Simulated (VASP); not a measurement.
# Pb (Fm-3m) in VASP: further runs, part 2 of 2

VASP 6.6.1. The steps go on from the part before.

### Step 4. Single point, SVWN5

This run uses another cell than the first one, of 30.32 Å³/atom, 0.980 times its volume.

The input, INCAR:

```
PREC = Accurate ; ENCUT = 520
EDIFF = 1E-7 ; ISMEAR = -1
SIGMA = 0.05 ; LREAL = False
LASPH = True ; NELM = 60
ALGO = Normal ; ISIF = 2
LWAVE = False ; LCHARG = True
GGA = VW ; LELF = True
LVHAR = True ; NBANDS = 13
```

The input, KPOINTS:

```
Automatic mesh
0
Gamma
  9 9 9
```

The input, POSCAR:

```
Pb
1.0
    0.0000000000      2.4750200000      2.4750200000
    2.4750200000      0.0000000000      2.4750200000
    2.4750200000      2.4750200000      0.0000000000
Pb
1
Direct
    0.0000000000      0.0000000000      0.0000000000
```

Potentials or basis: VASP PAW PBE potentials, release 64 (Pb_d).

The run is started by

```sh
$ cat potpaw_PBE.64/Pb_d/POTCAR > POTCAR
$ mpirun -np 1 vasp_std > vasp.out
```

OUTCAR:

```text
PREC = Accurate
   ENCUT = 520
   EDIFF = 1E-7
   ISMEAR = -1
   LREAL = False
   LASPH = True
   NELM = 60
   ISIF = 2
   GGA = VW

 ion  position               nearest neighbor table
   1  0.000  0.000  0.000-

  LATTYP: Found a face centered cubic cell.
 ALAT       =     4.9500400000

  Lattice vectors:

 A1 = (   0.0000000000,   2.4750200000,   2.4750200000)
 A2 = (   2.4750200000,   0.0000000000,   2.4750200000)
 A3 = (   2.4750200000,   2.4750200000,   0.0000000000)

Analysis of symmetry for initial positions (statically):
[... 5 lines left out ...]
 face centered cubic supercell.

 Subroutine GETGRP returns: Found 48 space group operations
 (whereof 48 operations were pure point group operations)
 out of a pool of 48 trial point group operations.

The static configuration has the point symmetry O_h .

Analysis of symmetry for dynamics (positions and initial velocities):
[... 5 lines left out ...]
 face centered cubic supercell.

 Subroutine GETGRP returns: Found 48 space group operations
 (whereof 48 operations were pure point group operations)
 out of a pool of 48 trial point group operations.
[... 145 lines left out ...]
  energy without entropy =       -4.24650259  energy(sigma->0) =       -4.24810554

 E-fermi :   6.7564     XC(G=0): -10.4461

 val. band max:        6.5303172200   @ k =  -0.3333   0.3333   0.1111
 cond. band min:       6.7681425825   @ k =  -0.2222   0.3333   0.1111
 fundamental gap:      0.2378253625
 Fermi energy:         6.7563884287

 k-point     1 :       0.0000    0.0000    0.0000
  band No.  band energies     occupation
      1     -10.0424      2.00000
      2     -10.0424      2.00000
      3     -10.0424      2.00000
      4      -9.8989      2.00000
      5      -9.8989      2.00000
      6      -4.8994      2.00000
      7      14.2304      0.00000
      8      14.2304      0.00000
      9      14.2304      0.00000
     10      16.7883      0.00000
     11      18.3081      0.00000
     12      19.4476      0.00000
     13      19.4476      0.00000
[... 354 lines left out ...]
  band No.  band energies     occupation
      1     -10.2032      2.00000
      2     -10.1097      2.00000
      3      -9.7769      2.00000
      4      -9.7383      2.00000
      5      -9.7383      2.00000
      6      -0.3456      2.00000
      7       4.1784      2.00000
      8       9.0147      0.00000
      9       9.0147      0.00000
     10      12.4784      0.00000
     11      13.7039      0.00000
     12      25.2255      0.00000
     13      26.8943      0.00000

 [... further k-points ...]
[... 5 lines left out ...]
  --------------------------------------------------------------------------------------
  -------------------------------------------------------------------------------------
  Total       -0.4361338     -0.4361338     -0.4361338      0.0000000     -0.0000000     -0.0000000
  in kB      -23.0443367    -23.0443367    -23.0443367      0.0000000     -0.0000000     -0.0000000
  external PRESSURE =     -23.0443367 kB  Pullay stress =       0.0000000 kB

 VOLUME and BASIS-vectors are now :
 -----------------------------------------------------------------------------
  energy-cutoff  :      520.00
  volume of cell :       30.32
      direct lattice vectors                 reciprocal lattice vectors
     0.000000000  2.475020000  2.475020000    -0.202018570  0.202018570  0.202018570
     2.475020000  0.000000000  2.475020000     0.202018570 -0.202018570  0.202018570
     2.475020000  2.475020000  0.000000000     0.202018570  0.202018570 -0.202018570

 POSITION                                       TOTAL-FORCE (eV/Angst)
 -----------------------------------------------------------------------------------
      0.00000      0.00000      0.00000         0.000000      0.000000      0.000000
 -----------------------------------------------------------------------------------
    total drift:                               -0.000000     -0.000000     -0.000000

  FREE ENERGIE OF THE ION-ELECTRON SYSTEM (eV)
  ---------------------------------------------------
  free  energy   TOTEN  =        -4.2497084948 eV

  energy  without entropy=       -4.2465025930  energy(sigma->0) =       -4.24810554
```

stdout:

```text
POSCAR found type information on POSCAR Pb
 POSCAR found :  1 types and       1 ions
 scaLAPACK will be used
 -----------------------------------------------------------------------------
|                                                                             |
|                                                                             |
|     You enforced a specific xc type in the INCAR file but a different       |
|     I HOPE YOU KNOW WHAT YOU ARE DOING!                                     |
|                                                                             |
 -----------------------------------------------------------------------------

 LDA part: xc-table for (Slater(with rela. corr.)+VWN5), standard interpolation
 POSCAR, INCAR and KPOINTS ok, starting setup
 FFT: planning ... GRIDC
 FFT: planning ... GRID_SOFT
 FFT: planning ... GRID
 WAVECAR not read
 entering main loop
```

Wall time 8.7 s (1 thread of Intel Xeon 6975P-C, shared host); peak memory 0.15 GiB.

Results:

```
Free energy            : -4.2497 eV
Pressure               : -2.3 GPa
Band gap on the k mesh : zero (band 7 reaches 14.23 eV, above the bottom of band 8 at 5.36 eV)
```

Levels at points of the mesh, in eV from the Fermi level:
| k point | band 3 | band 4 | band 5 | band 6 | band 7 | band 8 | band 9 | band 10 | band 11 | band 12 |
| --- | --- | --- | --- | --- | --- | --- | --- | --- | --- | --- |
| (0.00, 0.00, 0.00) | -16.80 | -16.66 | -16.66 | -11.66 | 7.47 | 7.47 | 7.47 | 10.03 | 11.55 | 12.69 |

Caveat: the PAW data sets were made with another functional, which shifts forces and pressure a little; spin-orbit coupling is left out, which moves the levels of the heavy elements.

### Step 5. Single point, LDA

This run uses another cell than the first one, of 32.14 Å³/atom, 1.039 times its volume.

The input, INCAR:

```
ALGO = Normal ; EDIFF = 1E-7
ENCUT = 520 ; ISIF = 2
ISMEAR = -1 ; LASPH = T
LCHARG = F ; LREAL = F
LWAVE = F ; NBANDS = 13
NELM = 60 ; PREC = Accurate
SIGMA = 0.05
```

The input, KPOINTS:

```
k-points
0
Gamma
  9 9 9
```

The input, POSCAR:

```
Pb
1.0
    0.0000000000      2.5235621278      2.5235621278
    2.5235621278      0.0000000000      2.5235621278
    2.5235621278      2.5235621278      0.0000000000
Pb
1
Direct
    0.0000000000      0.0000000000      0.0000000000
```

Potentials or basis: VASP PAW LDA potentials, release 64 (Pb_d).

The run is started by

```sh
$ cat potpaw_LDA.64/Pb_d/POTCAR > POTCAR
$ mpirun -np 1 vasp_std > vasp.out
```

OUTCAR:

```text
EDIFF = 1E-7
   ENCUT = 520
   ISIF = 2
   ISMEAR = -1
   LASPH = T
   LREAL = F
   NELM = 60
   PREC = Accurate

 ion  position               nearest neighbor table
   1  0.000  0.000  0.000-

  LATTYP: Found a face centered cubic cell.
 ALAT       =     5.0471242556

  Lattice vectors:

 A1 = (   0.0000000000,   2.5235621278,   2.5235621278)
 A2 = (   2.5235621278,   0.0000000000,   2.5235621278)
 A3 = (   2.5235621278,   2.5235621278,   0.0000000000)

Analysis of symmetry for initial positions (statically):
[... 5 lines left out ...]
 face centered cubic supercell.

 Subroutine GETGRP returns: Found 48 space group operations
 (whereof 48 operations were pure point group operations)
 out of a pool of 48 trial point group operations.

The static configuration has the point symmetry O_h .

Analysis of symmetry for dynamics (positions and initial velocities):
[... 5 lines left out ...]
 face centered cubic supercell.

 Subroutine GETGRP returns: Found 48 space group operations
 (whereof 48 operations were pure point group operations)
 out of a pool of 48 trial point group operations.

The dynamic configuration has the point symmetry O_h .

 Subroutine INISYM returns: Found 48 space group operations
 (whereof 48 operations are pure point group operations),
 and found     1 'primitive' translations

----------------------------------------------------------------------------------------

                                     Primitive cell

  volume of cell :      32.1419

  direct lattice vectors                    reciprocal lattice vectors
     0.000000000  2.523562128  2.523562128    -0.198132629  0.198132629  0.198132629
     2.523562128  0.000000000  2.523562128     0.198132629 -0.198132629  0.198132629
     2.523562128  2.523562128  0.000000000     0.198132629  0.198132629 -0.198132629

  length of vectors
     3.568855787  3.568855787  3.568855787     0.343175781  0.343175781  0.343175781

  position of ions in fractional coordinates (direct lattice)
     0.000000000  0.000000000  0.000000000

  ion indices of the primitive-cell ions
   primitive index   ion index
                 1           1

----------------------------------------------------------------------------------------

 KPOINTS: k-points

Automatic generation of k-mesh.
 Grid dimensions read from file:
 generate k-points for:    9    9    9

 Generating k-lattice:

  Cartesian coordinates                     Fractional coordinates (reciprocal lattice)
    -0.022014737  0.022014737  0.022014737     0.111111111  0.000000000  0.000000000
     0.022014737 -0.022014737  0.022014737     0.000000000  0.111111111  0.000000000
     0.022014737  0.022014737 -0.022014737     0.000000000  0.000000000  0.111111111

  Length of vectors
     0.038130642  0.038130642  0.038130642

  Shift w.r.t. Gamma in fractional coordinates (k-lattice)
     0.000000000  0.000000000  0.000000000

 Subroutine IBZKPT returns following result:
 ===========================================

 Found     35 irreducible k-points:

 Following reciprocal coordinates:
            Coordinates               Weight
  0.000000  0.000000  0.000000      1.000000
  0.111111  0.000000  0.000000      8.000000
  0.222222  0.000000  0.000000      8.000000
  0.333333  0.000000  0.000000      8.000000
  0.444444  0.000000  0.000000      8.000000
  0.111111  0.111111  0.000000      6.000000
[... 16 lines left out ...]
 -0.333333  0.333333  0.000000     12.000000
  0.444444  0.444444  0.000000      6.000000
 [... further k-points ...]
   k-points           NKPTS =     35   k-points in BZ     NKDIM =     35   number of bands    NBANDS=     13
   number of dos      NEDOS =    301   number of ions     NIONS =      1
   total plane-waves  NPLWV =  21952
   dimension x,y,z NGX =    28 NGY =   28 NGZ =   28
   dimension x,y,z NGXF=    56 NGYF=   56 NGZF=   56
   ions per type =               1
   NGX,Y,Z   is equivalent  to a cutoff of  13.04, 13.04, 13.04 a.u.
   NGXF,Y,Z  is equivalent  to a cutoff of  26.09, 26.09, 26.09 a.u.
 SYSTEM =  unknown system
   PREC   = accura    normal or accurate (medium, high low for compatibility)
   ISTART =      0    job   : 0-new  1-cont  2-samecut
   ICHARG =      2    charge: 1-file 2-atom 10-const
   ISPIN  =      1    spin polarized calculation?
   LNONCOLLINEAR =      F non collinear calculations
   LSORBIT =      F    spin-orbit coupling
   LASPH  =      T    aspherical Exc in radial PAW
   ENCUT  =  520.0 eV  38.22 Ry    6.18 a.u.   6.64  6.64  6.64*2*pi/ulx,y,z
   NELM   =     60;   NELMIN=  2; NELMDL= -5     # of ELM steps
   EDIFF  = 0.1E-06   stopping-criterion for ELM
   LREAL  =      F    real-space projection
   EDIFFG = 0.1E-05   stopping-criterion for IOM
   NSW    =      0    number of steps for IOM
   IBRION =     -1    ionic relax: 0-MD 1-quasi-New 2-CG
   NFREE  =      0    steps in history (QN), initial steepest desc. (CG)
   ISIF   =      2    stress and relaxation
   ISYM   =      2    0-nonsym 1-usesym 2-fastsym
   POTIM  = 0.5000    time-step for ionic-motion
   TEBEG  =    0.0;   TEEND  =   0.0 temperature during run
   PSTRESS=    0.0 pullay stress
   NELECT =      14.0000    total number of electrons
   NUPDOWN=      -1.0000    fix difference up-down
   EMIN   =  10.00;   EMAX   =-10.00  energy-range for DOS
   EFERMI =   0.00;   METHOD = LEGACY
   ISMEAR =    -1;   SIGMA  =   0.05  broadening in eV -4-tet -1-fermi 0-gaus
   EFERMI_NEDOS =   21; number of points for ismear=-14 and -15
   IALGO  =     38    algorithm
   IMIX   =      4    mixing-type and parameters
     AMIX     =   0.40;   BMIX     =  1.00
     AMIX_MAG =   1.60;   BMIX_MAG =  1.00
  volume/ion in A,a.u.               =      32.14       216.90
  Fermi-wavevector in a.u.,A,eV,Ry     =   1.240967  2.345087 20.952954  1.539999
  Thomas-Fermi vector in A             =   2.375385
   LORBIT       =      0    0 simple, 1 ext, 2 COOP (PROOUT), +10 PAW based schemes
   GGA     = CA    functional components
   LHFCALC =     F    Hartree Fock is set to
   AEXX    =    0.0000 exact exchange contribution
   IVDW    =     0    specifies the selected vdW correction
   LEPSILON=     F    determine dielectric tensor
   LRPA    =     F    only Hartree local field effects (RPA)
 non-spin polarized calculation
  energy-cutoff  :      520.00
  volume of cell :       32.14
 maximum number of plane-waves:       893
   NGX = 13   NGY = 13   NGZ = 13

 number of electron      14.0000003 magnetization

 Free energy of the ion-electron system (eV)
  ---------------------------------------------------
  ext. energy  EPLUGINS =         0.00000000
  ---------------------------------------------------
  free energy    TOTEN  =        -4.22868872 eV

  energy without entropy =       -4.22537224  energy(sigma->0) =       -4.22703048

 E-fermi :   6.2352     XC(G=0): -10.1804

 val. band max:        6.2058978739   @ k =   0.3333   0.3333   0.0000
 cond. band min:       6.2695172015   @ k =  -0.2222   0.3333   0.1111
 fundamental gap:      0.0636193276
 Fermi energy:         6.2352376727

 k-point     1 :       0.0000    0.0000    0.0000
  band No.  band energies     occupation
      1     -10.6048      2.00000
      2     -10.6048      2.00000
      3     -10.6048      2.00000
      4     -10.4855      2.00000
      5     -10.4855      2.00000
      6      -5.0164      2.00000
      7      13.2622      0.00000
      8      13.2622      0.00000
      9      13.2622      0.00000
     10      16.1564      0.00000
     11      17.0973      0.00000
     12      18.4608      0.00000
     13      18.4608      0.00000

 k-point     2 :       0.1111    0.0000    0.0000
  band No.  band energies     occupation
      1     -10.6047      2.00000
      2     -10.5907      2.00000
      3     -10.5907      2.00000
      4     -10.4854      2.00000
      5     -10.4854      2.00000
      6      -4.7935      2.00000
      7      11.0638      0.00000
      8      13.0029      0.00000
      9      13.0029      0.00000
     10      15.6616      0.00000
     11      18.1604      0.00000
     12      18.9178      0.00000
     13      18.9179      0.00000
[... 321 lines left out ...]
 k-point    23 :      -0.3333    0.3333    0.0000
  band No.  band energies     occupation
      1     -10.6481      2.00000
      2     -10.5131      2.00000
      3     -10.4742      2.00000
      4     -10.4567      2.00000
      5     -10.4032      2.00000
      6      -0.8513      2.00000
      7       4.6726      2.00000
      8       4.9409      2.00000
      9       9.8081      0.00000
     10      13.1828      0.00000
     11      19.7145      0.00000
     12      21.3315      0.00000
     13      21.4170      0.00000

 k-point    24 :       0.4444    0.4444    0.0000
  band No.  band energies     occupation
      1     -10.7365      2.00000
      2     -10.6552      2.00000
      3     -10.3830      2.00000
      4     -10.3500      2.00000
      5     -10.3500      2.00000
      6      -0.8252      2.00000
      7       3.7903      2.00000
      8       8.4091      0.00000
      9       8.4091      0.00000
     10      11.7686      0.00000
     11      12.9614      0.00000
     12      24.2489      0.00000
     13      25.6446      0.00000

 [... further k-points ...]
[... 5 lines left out ...]
  --------------------------------------------------------------------------------------
  -------------------------------------------------------------------------------------
  Total       -0.8528153     -0.8528153     -0.8528153     -0.0000000      0.0000000      0.0000000
  in kB      -42.5102392    -42.5102392    -42.5102392     -0.0000000      0.0000000      0.0000000
  external PRESSURE =     -42.5102392 kB  Pullay stress =       0.0000000 kB

 VOLUME and BASIS-vectors are now :
 -----------------------------------------------------------------------------
  energy-cutoff  :      520.00
  volume of cell :       32.14
      direct lattice vectors                 reciprocal lattice vectors
     0.000000000  2.523562128  2.523562128    -0.198132629  0.198132629  0.198132629
     2.523562128  0.000000000  2.523562128     0.198132629 -0.198132629  0.198132629
     2.523562128  2.523562128  0.000000000     0.198132629  0.198132629 -0.198132629

 POSITION                                       TOTAL-FORCE (eV/Angst)
 -----------------------------------------------------------------------------------
      0.00000      0.00000      0.00000         0.000000      0.000000      0.000000
 -----------------------------------------------------------------------------------
    total drift:                               -0.000000     -0.000000     -0.000000

  FREE ENERGIE OF THE ION-ELECTRON SYSTEM (eV)
  ---------------------------------------------------
  free  energy   TOTEN  =        -4.2286887184 eV

  energy  without entropy=       -4.2253722441  energy(sigma->0) =       -4.22703048
```

stdout:

```text
POSCAR found type information on POSCAR Pb
 POSCAR found :  1 types and       1 ions
 scaLAPACK will be used
 LDA part: xc-table for (Slater(with rela. corr.)+CA(PZ))
 , standard interpolation
 POSCAR, INCAR and KPOINTS ok, starting setup
 FFT: planning ... GRIDC
 FFT: planning ... GRID_SOFT
 FFT: planning ... GRID
 WAVECAR not read
 entering main loop
```

Run time: 6.9 s. Hardware: 1 thread of Intel Xeon 6975P-C, shared host; peak memory 0.14 GiB.

Results:

| Item | Value |
| --- | --- |
| Free energy | -4.2287 eV |
| Pressure | -4.3 GPa |
| Band gap on the k mesh | zero (band 7 reaches 13.26 eV, above the bottom of band 8 at 4.94 eV) |

Levels at points of the mesh, in eV from the Fermi level:
```tsv
k point	band 3	band 4	band 5	band 6	band 7	band 8	band 9	band 10	band 11	band 12
(0.00, 0.00, 0.00)	-16.84	-16.72	-16.72	-11.25	7.03	7.03	7.03	9.92	10.86	12.23
```

Caveat: spin-orbit coupling is left out, which moves the levels of the heavy elements.

### Step 6. Summary

```csv
level,potentials or basis,cell,gap on the mesh (eV),pressure (GPa)
BLYP+D3(BJ),"VASP PAW PBE potentials, release 64 (Pb_d)","a = 3.523 Å, angles 60.0°, 1 atom",none,-0.1
BLYP+D3(BJ),"VASP PAW PBE potentials, release 64 (Pb_d)","a = 3.546 Å, angles 60.0°, 1 atom",none,-1.0
SVWN5,"VASP PAW PBE potentials, release 64 (Pb_d)","a = 3.500 Å, angles 60.0°, 1 atom",none,-2.3
LDA,"VASP PAW LDA potentials, release 64 (Pb_d)","a = 3.569 Å, angles 60.0°, 1 atom",none,-4.3
```

Alike in all rows: task single point; no spin polarisation; k mesh 9 × 9 × 9; cutoff (eV) 520; smearing fermi-dirac 0.05 eV.

Caveats: spin-orbit coupling is left out, which moves the levels of the heavy elements; the PAW data sets were made with another functional, which shifts forces and pressure a little (some runs); pairwise dispersion overbinds metals, which lowers pressure and volume (some runs).

Total energies depend on the potentials used, so only differences within one code and one set of settings carry meaning.
